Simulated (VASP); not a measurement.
# CO2 (P1) in VASP: single point with PBEsol

Aim: the single point of CO2 with PBEsol.

Everything below comes from runs of VASP 6.6.1. Logs are shortened: lines on timing, memory, paths and dates and some standing lists are left out, and cuts for length are marked.

## 1. The cell of the first run

The typed cell holds 6 atoms: a = 5.460 Å, b = 6.017 Å, c = 2.294 Å, α = 89.84°, β = 89.75°, γ = 90.00°.

## 2. Single point, PBEsol

Contents of INCAR:

```
  ALGO = Normal
  EDIFF = 1E-7
  ENCUT = 520
  GGA = PS
  ISIF = 2
  ISMEAR = -1
  LASPH = True
  LCHARG = True
  LELF = True
  LREAL = False
  LVHAR = True
  LWAVE = False
  NBANDS = 25
  NELM = 100
  PREC = Accurate
  SIGMA = 0.05
```

Contents of KPOINTS:

```
k-points
0
Gamma
  4 4 8
```

Contents of POSCAR:

```
CO2
1.0
    5.4601583686      0.0014957435      0.0118267380
   -0.0019439325      6.0165151942      0.0063450734
    0.0049985852      0.0040807884      2.2943393139
C O
2 4
Direct
    0.5047994875      0.4909581948      0.7472527748
   -0.0108469179     -0.0090116716     -0.2603191700
    0.8419520025      0.1341904500      0.7401484389
    0.0916037799      0.8948971470      0.2393231641
    0.4023825569      0.3948256886      0.2489959923
    0.6519479930      0.6342187276     -0.2553135413
```

Potentials or basis: VASP PAW PBE potentials, release 64 (C, O).

The run is started by

```bash
> cat potpaw_PBE.64/C/POTCAR potpaw_PBE.64/O/POTCAR > POTCAR
> mpirun -np 1 vasp_std > vasp.out
```

OUTCAR:

```text
EDIFF = 1E-7
   ENCUT = 520
   GGA = PS
   ISIF = 2
   ISMEAR = -1
   LASPH = True
   LREAL = False
   NELM = 100
   PREC = Accurate

 ion  position               nearest neighbor table
   1  0.505  0.491  0.747-   6 1.18   5 1.40   5 1.40
   2  0.989  0.991  0.740-   3 1.18   4 1.40   4 1.40
   3  0.842  0.134  0.740-   2 1.18
   4  0.092  0.895  0.239-   2 1.40   2 1.40
   5  0.402  0.395  0.249-   1 1.40   1 1.40
   6  0.652  0.634  0.745-   1 1.18

  LATTYP: Found a triclinic cell.
 ALAT       =    12.6831429143
 B/A-ratio  =     0.4305061781
 C/A-ratio  =     0.4743712891
 COS(alpha) =     0.0000468772
 COS(beta)  =     0.4738992542
 COS(gamma) =     0.8618206156

  Lattice vectors:

 A1 = ( -10.9272592549,   6.0094429188,  -2.3116477165)
 A2 = (  -5.4601583686,  -0.0014957435,  -0.0118267380)
 A3 = (  -0.0019439325,   6.0165151942,   0.0063450734)

Analysis of symmetry for initial positions (statically):
=====================================================================
 Subroutine PRICEL returns:
 Original cell was already a primitive cell.

 Routine SETGRP: Setting up the symmetry group for a
 triclinic supercell.

 Subroutine GETGRP returns: Found  1 space group operations
 (whereof  1 operations were pure point group operations)
 out of a pool of  2 trial point group operations.

The static configuration has the point symmetry C_1 .

Analysis of symmetry for dynamics (positions and initial velocities):
=====================================================================
 Subroutine PRICEL returns:
 Original cell was already a primitive cell.

 Routine SETGRP: Setting up the symmetry group for a
 triclinic supercell.

 Subroutine GETGRP returns: Found  1 space group operations
 (whereof  1 operations were pure point group operations)
 out of a pool of  2 trial point group operations.

The dynamic configuration has the point symmetry C_1 .

 Subroutine INISYM returns: Found  1 space group operations
 (whereof  1 operations are pure point group operations),
 and found     1 'primitive' translations

----------------------------------------------------------------------------------------

                                     Primitive cell

  volume of cell :      75.3711

[... 95 lines left out ...]
   NELM   =    100;   NELMIN=  2; NELMDL= -5     # of ELM steps
   EDIFF  = 0.1E-06   stopping-criterion for ELM
   LREAL  =      F    real-space projection
   EDIFFG = 0.1E-05   stopping-criterion for IOM
   NSW    =      0    number of steps for IOM
   IBRION =     -1    ionic relax: 0-MD 1-quasi-New 2-CG
   NFREE  =      0    steps in history (QN), initial steepest desc. (CG)
   ISIF   =      2    stress and relaxation
   ISYM   =      2    0-nonsym 1-usesym 2-fastsym
   POTIM  = 0.5000    time-step for ionic-motion
   TEBEG  =    0.0;   TEEND  =   0.0 temperature during run
   PSTRESS=    0.0 pullay stress
   NELECT =      32.0000    total number of electrons
   NUPDOWN=      -1.0000    fix difference up-down
   EMIN   =  10.00;   EMAX   =-10.00  energy-range for DOS
   EFERMI =   0.00;   METHOD = LEGACY
   ISMEAR =    -1;   SIGMA  =   0.05  broadening in eV -4-tet -1-fermi 0-gaus
   EFERMI_NEDOS =   21; number of points for ismear=-14 and -15
   IALGO  =     38    algorithm
   IMIX   =      4    mixing-type and parameters
     AMIX     =   0.40;   BMIX     =  1.00
     AMIX_MAG =   1.60;   BMIX_MAG =  1.00
  volume/ion in A,a.u.               =      12.56        84.77
  Fermi-wavevector in a.u.,A,eV,Ry     =   1.230429  2.325173 20.598607  1.513955
  Thomas-Fermi vector in A             =   2.365278
   LORBIT       =      0    0 simple, 1 ext, 2 COOP (PROOUT), +10 PAW based schemes
   GGA     = PS    functional components
   LHFCALC =     F    Hartree Fock is set to
   AEXX    =    0.0000 exact exchange contribution
   IVDW    =     0    specifies the selected vdW correction
   LEPSILON=     F    determine dielectric tensor
   LRPA    =     F    only Hartree local field effects (RPA)
 non-spin polarized calculation
  energy-cutoff  :      520.00
  volume of cell :       75.37
 maximum number of plane-waves:      2054
 NGX is ok and might be reduce to    42
   NGX = 21   NGY = 23   NGZ =  9

 number of electron      31.9999998 magnetization

 Free energy of the ion-electron system (eV)
  ---------------------------------------------------
  ext. energy  EPLUGINS =         0.00000000
  ---------------------------------------------------
  free energy    TOTEN  =       -45.97243673 eV

  energy without entropy =      -45.97243673  energy(sigma->0) =      -45.97243673

 E-fermi :   1.1896     XC(G=0):  -8.4031

 val. band max:       -0.0588434874   @ k =   0.5000  -0.0000  -0.0000
 cond. band min:       2.9299313093   @ k =  -0.0000  -0.0000   0.5000
 fundamental gap:      2.9887747967
 Fermi energy:         1.1896369512

 k-point     1 :       0.0000    0.0000    0.0000
  band No.  band energies     occupation
      1     -24.8337      2.00000
      2     -24.7273      2.00000
      3     -21.2882      2.00000
      4     -21.2592      2.00000
      5      -8.3156      2.00000
      6      -8.2523      2.00000
[... 661 lines left out ...]
     24      10.9291      0.00000
     25      11.4121      0.00000

 [... further k-points ...]

------------------------ aborting loop because EDIFF is reached ----------------------------------------

  FORCE on cell =-STRESS in cart. coord.  units (eV):
  Direction    XX          YY          ZZ          XY          YZ          ZX
  --------------------------------------------------------------------------------------
  -------------------------------------------------------------------------------------
  Total        0.7326582      0.8827543      0.6239062      0.0005477     -0.0024912      0.0011791
  in kB       15.5742410     18.7648617     13.2624817      0.0116415     -0.0529559      0.0250633
  external PRESSURE =      15.8671948 kB  Pullay stress =       0.0000000 kB

 VOLUME and BASIS-vectors are now :
 -----------------------------------------------------------------------------
  energy-cutoff  :      520.00
  volume of cell :       75.37
      direct lattice vectors                 reciprocal lattice vectors
     5.460158369  0.001495744  0.011826738     0.183145719  0.000059595 -0.000399118
    -0.001943932  6.016515194  0.006345073    -0.000044891  0.166209468 -0.000295528
     0.004998585  0.004080788  2.294339314    -0.000943946 -0.000459965  0.435858196

 POSITION                                       TOTAL-FORCE (eV/Angst)
 -----------------------------------------------------------------------------------
      2.75907      2.95766      1.72354        -0.387156     -0.426343      0.001337
      5.40270      5.96679      1.71507         0.386819     -0.425339     -0.000197
      4.60063      0.81164      1.70896        -0.493525      0.528762      0.000163
      0.49963      5.38528      0.55585         0.101606     -0.103579      0.000142
      2.19755      2.37709      0.57855        -0.101699     -0.103221      0.000856
      3.56223      3.81980      1.72030         0.493955      0.529721     -0.002300
 -----------------------------------------------------------------------------------
    total drift:                                0.000994      0.000173      0.001511

  FREE ENERGIE OF THE ION-ELECTRON SYSTEM (eV)
  ---------------------------------------------------
  free  energy   TOTEN  =       -45.9724367297 eV

  energy  without entropy=      -45.9724367296  energy(sigma->0) =      -45.97243673
```

OSZICAR:

```text
N       E                     dE             d eps       ncg     rms          rms(c)
DAV:   1     0.173064869157E+03    0.17306E+03   -0.16818E+04  3400   0.118E+03
DAV:   2    -0.385041344076E+02   -0.21157E+03   -0.20033E+03  4571   0.280E+02
DAV:   3    -0.493214668659E+02   -0.10817E+02   -0.10738E+02  4471   0.645E+01
DAV:   4    -0.494291266131E+02   -0.10766E+00   -0.10755E+00  4080   0.724E+00
DAV:   5    -0.494308104023E+02   -0.16838E-02   -0.16828E-02  4414   0.869E-01    0.132E+01
DAV:   6    -0.462348944259E+02    0.31959E+01   -0.81396E+00  4012   0.239E+01    0.603E+00
DAV:   7    -0.460523891406E+02    0.18251E+00   -0.88163E-01  4180   0.703E+00    0.338E+00
DAV:   8    -0.459722325807E+02    0.80157E-01   -0.19834E-01  4404   0.333E+00    0.761E-01
DAV:   9    -0.459719147268E+02    0.31785E-03   -0.20878E-02  4167   0.126E+00    0.302E-01
DAV:  10    -0.459723655008E+02   -0.45077E-03   -0.42750E-03  3817   0.592E-01    0.733E-02
DAV:  11    -0.459723731314E+02   -0.76306E-05   -0.40346E-04  4541   0.207E-01    0.323E-02
DAV:  12    -0.459724161945E+02   -0.43063E-04   -0.11572E-04  3705   0.842E-02    0.191E-02
DAV:  13    -0.459724345584E+02   -0.18364E-04   -0.24152E-05  3787   0.395E-02    0.526E-03
DAV:  14    -0.459724363388E+02   -0.17803E-05   -0.31866E-06  4266   0.132E-02    0.187E-03
DAV:  15    -0.459724366688E+02   -0.33006E-06   -0.29707E-07  3526   0.469E-03    0.115E-03
DAV:  16    -0.459724367297E+02   -0.60841E-07   -0.57696E-08  3318   0.192E-03
   1 F= -.45972437E+02 E0= -.45972437E+02  d E =-.776593E-11
```

stdout:

```text
POSCAR found type information on POSCAR C O
 POSCAR found :  2 types and       6 ions
 scaLAPACK will be used
 -----------------------------------------------------------------------------
|                                                                             |
|                                                                             |
|     You enforced a specific xc type in the INCAR file but a different       |
|     I HOPE YOU KNOW WHAT YOU ARE DOING!                                     |
|                                                                             |
 -----------------------------------------------------------------------------

 LDA part: xc-table for (Slater+PW92), standard interpolation
 POSCAR, INCAR and KPOINTS ok, starting setup
 FFT: planning ... GRIDC
 FFT: planning ... GRID_SOFT
 FFT: planning ... GRID
 WAVECAR not read
 entering main loop
```

Run time: 3.5 min. Hardware: 1 thread of Intel Xeon 8259CL, shared host; peak memory 0.24 GiB.

Results:

| Quantity | Value |
| --- | --- |
| Free energy | -45.9724 eV |
| Pressure | 1.6 GPa |
| Largest force | 0.724 eV/Å |
| Band gap on the k mesh | 2.99 eV (least direct gap 4.10 eV) |

Forces in eV/Å, atoms in the order of the input:
```
C   -0.387 -0.426  0.001
C    0.387 -0.425  0.000
O   -0.494  0.529  0.000
O    0.102 -0.104  0.000
O   -0.102 -0.103  0.001
O    0.494  0.530 -0.002
```

Caveat: the PAW data sets were made with another functional, which shifts forces and pressure a little. A k mesh can miss the band edges.
